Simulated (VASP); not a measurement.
C: single point with PBE+D3(BJ)

System: C, a slab with vacuum.

```
C
1.0
     2.45617    0.00000    0.00000
    -1.22809    2.12711    0.00000
     0.00000    0.00000    8.52380
C
2
Cartesian
  0.0000 2.0181 0.0000
  1.2281 0.7090 0.0000
```

This cell differs from its parent crystal: atom 1 (C) moved by (+0.000, +0.600) A along x and y.

```json
{
  "Program": "VASP 6.6.1",
  "Task": "single point",
  "Functional": "PBE",
  "Dispersion": "D3(BJ)",
  "Potentials or basis": "VASP PAW PBE potentials, release 64 (C)",
  "Cutoff": "520 eV",
  "k mesh": "30 × 30 × 8",
  "Occupations": "gaussian, width 0.15 eV",
  "Spin": "no spin polarisation"
}
```

```
Largest force              : 143.507 eV/Å
Dispersion energy per atom : -0.096 eV
```

Forces on the atoms (eV/Å):
```
C      0.000 -143.507    0.000
C      0.000  143.507    0.000
```

It took 5.2 min on 1 thread of Intel(R) Xeon(R) Platinum 8488C (Sapphire Rapids) (shared host), peak memory 0.54 GiB.

Caveat: the cell differs from its parent crystal (atom 1 (C) moved by (+0.000, +0.600) A along x and y); atoms lie so close that the PAW spheres overlap strongly, which falsifies energies and pressures.
